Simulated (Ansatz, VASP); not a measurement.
## BeS: VASP beside Ansatz

INCAR

```
PREC = Accurate ; ENCUT = 520
EDIFF = 1E-6 ; ISMEAR = 0
SIGMA = 0.05 ; LREAL = False
LASPH = True ; NELM = 60
ALGO = Normal ; ISIF = 2
LWAVE = False ; LCHARG = False
GGA = PS ; NBANDS = 11
```

The input KPOINTS:

```
regular mesh
0
Gamma
  10 10 10
```

The input POSCAR:

```
BeS
1.0
    0.0000000000      2.4381630894      2.4381630894
    2.4381630894      0.0000000000      2.4381630894
    2.4381630894      2.4381630894      0.0000000000
Be S
1 1
Direct
    0.0000000000      0.0000000000      0.0000000000
    0.7500000000      0.7500000000      0.7500000000
```

Input for Ansatz:

```yaml
crystal:
  lattice:
    - [0.0, 2.4381630894, 2.4381630894]
    - [2.4381630894, 0.0, 2.4381630894]
    - [2.4381630894, 2.4381630894, 0.0]
  atoms:
    - { symbol: Be, position: [0.0, 0.0, 0.0] }
    - { symbol: S, position: [0.75, 0.75, 0.75] }
basis:
  ecutwfc: 520.0
kpoints:
  mp_grid: { grid: [10, 10, 10] }
hamiltonian:
  xc: pbesol
scf:
  occupations: { method: gaussian, width: 0.05 }
output:
  forces: true
  stress: true
  eigenvalues: true
```

Alike in both runs: task single point; functional PBEsol; k mesh 10 × 10 × 10; occupations gaussian, width 0.05 eV; no spin polarisation.

|  | VASP | Ansatz |
| --- | --- | --- |
| version | VASP 6.6.1 | Ansatz 0.2.0 |
| potentials or method | VASP PAW PBE potentials, release 64 (Be, S), cutoff 520 eV | scalar-relativistic, plane waves, PAW |
| valence electrons in the cell | 8 | 8 |

Ansatz gave:

```
gap on the k mesh at the Fermi level (eV) : 2.96
least direct gap on the mesh (eV)         : 5.57
pressure (GPa)                            : -2.2
```

Task: Estimate VASP's values.

Result: gap on the k mesh at the Fermi level (eV): 2.96; least direct gap on the mesh (eV): 5.57; pressure (GPa): -2.0.

VASP's potentials were made for PBE, not for PBEsol.
